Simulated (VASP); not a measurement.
Input of a VASP 6.6.1 run:

File POSCAR:

```
LiH
1.0
    0.0000000000      2.0029948666      2.0029948666
    2.0029948666      0.0000000000      2.0029948666
    2.0029948666      2.0029948666      0.0000000000
Li H
1 1
Direct
    0.0000000000      0.0000000000      0.0000000000
    0.5000000000      0.5000000000      0.5000000000
```

File INCAR.step1:

```
SYSTEM = LiH
PREC = Accurate
ENCUT = 500
EDIFF = 1E-8
ISMEAR = 0
SIGMA = 0.01
LREAL = .FALSE.
LASPH = .TRUE.
NELM = 60
ALGO = Normal
LWAVE = .TRUE.
LCHARG = .FALSE.
GGA = PE
```

INCAR.step2

```
SYSTEM = LiH
PREC = Accurate
ENCUT = 500
EDIFF = 1E-8
ISMEAR = 0
SIGMA = 0.01
LREAL = .FALSE.
LASPH = .TRUE.
NELM = 1
ALGO = Exact
LWAVE = .TRUE.
LCHARG = .FALSE.
GGA = PE
NBANDS = 48
LOPTICS = .TRUE.
ISTART = 1
```

The input INCAR.step3:

```
SYSTEM = LiH
PREC = Accurate
ENCUT = 500
EDIFF = 1E-8
ISMEAR = 0
SIGMA = 0.01
LREAL = .FALSE.
LASPH = .TRUE.
ALGO = EVGW0
LWAVE = .FALSE.
LCHARG = .FALSE.
GGA = PE
NELMGW = 1
NBANDS = 48
ENCUTGW = 120.0
NOMEGA = 96
PRECFOCK = Fast
ISTART = 1
NBANDSGW = 9
OMEGAMAX = 20
```

KPOINTS

```
regular mesh
0
G
  6 6 6
  0 0 0
```

Potentials or basis: VASP PAW PBE potentials, release 64 (Li_GW, H_GW).

Launch:

```sh
$ cat potpaw_PBE.64/Li_GW/POTCAR potpaw_PBE.64/H_GW/POTCAR > POTCAR
$ cp INCAR.step1 INCAR
$ mpirun -np 1 vasp_std > vasp.out
$ cp INCAR.step2 INCAR
$ mpirun -np 1 vasp_std > vasp.out
$ cp INCAR.step3 INCAR
$ mpirun -np 1 vasp_std > vasp.out
```

(1) Predict the quasiparticle gap.

(2) What does it give for the least direct quasiparticle gap?

(3) What does it give for the least direct gap of the starting levels on the mesh?

(4) Predict the band gap of the starting levels on the mesh.

## Answers

(1) 4.87 eV.

(2) 4.87 eV.

(3) 2.98 eV.

(4) 2.98 eV.

Caveat: the k points lie up to 0.45 Å⁻¹ apart; bands, screening cutoff and mesh are small and nothing is extrapolated, so the quasiparticle values aren't converged.
